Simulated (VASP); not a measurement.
Set up this calculation in VASP 6.6.1, as the native input.

| Item | Value |
| --- | --- |
| Task | relaxation of the atoms |
| Functional | PBE |
| Potentials or basis | VASP PAW PBE potentials, release 64 (Zn, S) |
| Cutoff | 520 eV |
| k mesh | 10 × 10 × 6 |
| Occupations | fermi-dirac, width 0.01 eV |
| Spin | no spin polarisation |
| Dipole correction | no |
| Further INCAR settings | ALGO = Normal; EDIFF = 1e-06; IBRION = 2; EDIFFG = -0.02; NSW = 80 |

The structure of ZnS lies in POSCAR:

```
ZnS
1.0
    3.8057964671      0.0000000000      0.0000000000
   -1.9028982335      3.2959164221      0.0000000000
    0.0000000000      0.0000000000      6.2379816300
Zn S
2 2
Direct
    0.3333333333      0.6666666667      0.0001396800
    0.6666666667      0.3333333333      0.5001396800
    0.3333333333      0.6666666667      0.3748603200
    0.6666666667      0.3333333333      0.8748603200
```

One way to write it, as run:

INCAR

```
SYSTEM = ZnS
ALGO = Normal ; EDIFF = 1E-6
EDIFFG = -0.02 ; ENCUT = 520
GGA = PE ; IBRION = 2
ISIF = 2 ; ISMEAR = -1
LASPH = .TRUE. ; LCHARG = .FALSE.
LREAL = .FALSE. ; LWAVE = .FALSE.
NELM = 80 ; NSW = 80
PREC = Accurate ; SIGMA = 0.01
```

KPOINTS

```
k-points
0
G
  10 10 6
  0 0 0
```

Potentials or basis: VASP PAW PBE potentials, release 64 (Zn, S).

Command:

```bash
$ cat potpaw_PBE.64/Zn/POTCAR potpaw_PBE.64/S/POTCAR > POTCAR
$ mpirun -np 1 vasp_std > vasp.out
```

Results of the run:

```yaml
Pressure_after_relaxing: 2.5 GPa
Largest_force_after_relaxing: 0.011 eV/Å
Band_gap_on_the_k_mesh: 2.23 eV
```

Caveat: the relaxation stopped at its first step, so nothing moved.

It took 72 s on 1 thread of Intel(R) Xeon(R) Platinum 8488C (Sapphire Rapids), with other jobs on the host, peak memory 0.24 GiB.
